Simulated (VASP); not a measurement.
KCl: single point with PBEsol

The system is KCl.

```
K Cl
1.0
     3.59766    0.00000    0.00000
     0.00000    3.59766    0.00000
     0.00000    0.00000    3.63400
K Cl
1 1
Direct
  0.00000 0.00000 0.00000
  0.50000 0.50000 0.50000
```

This cell differs from its parent crystal: equal xx and yy strain of -1 %.

| Quantity | Value |
| --- | --- |
| Program | VASP 6.6.1 |
| Task | single point |
| Functional | PBEsol |
| Potentials or basis | VASP PAW PBE potentials, release 64 (K_sv, Cl) |
| Cutoff | 520 eV |
| k mesh | 7 × 7 × 7 |
| Occupations | fermi-dirac, width 0.02 eV |
| Spin | no spin polarisation |
| Dipole correction | no |
| Further INCAR settings | ALGO = Normal; EDIFF = 1e-06; NBANDS = 15 |

```json
{"Pressure": "3.1 GPa", "Band gap on the k mesh": "5.48 eV, indirect (least direct gap 5.69 eV)"}
```

Stress tensor (GPa, compression positive):
```
3.25 0.00 0.00
0.00 3.25 0.00
0.00 0.00 2.73
```

Levels at points of the mesh, in eV from the valence-band top:
```csv
k point,band 6,band 7,band 8,band 9,band 10,band 11
"(0.00, 0.00, 0.00)",-0.27,-0.20,-0.20,5.48,6.17,6.22
```

Wall time 12 s on 1 thread of Intel(R) Xeon(R) Platinum 8488C (Sapphire Rapids), on a shared host, peak memory 0.16 GiB.

Caveat: the cell differs from its parent crystal (equal xx and yy strain of -1 %); the PAW data sets were made with another functional, which shifts forces and pressure a little. A k mesh can miss the band edges.
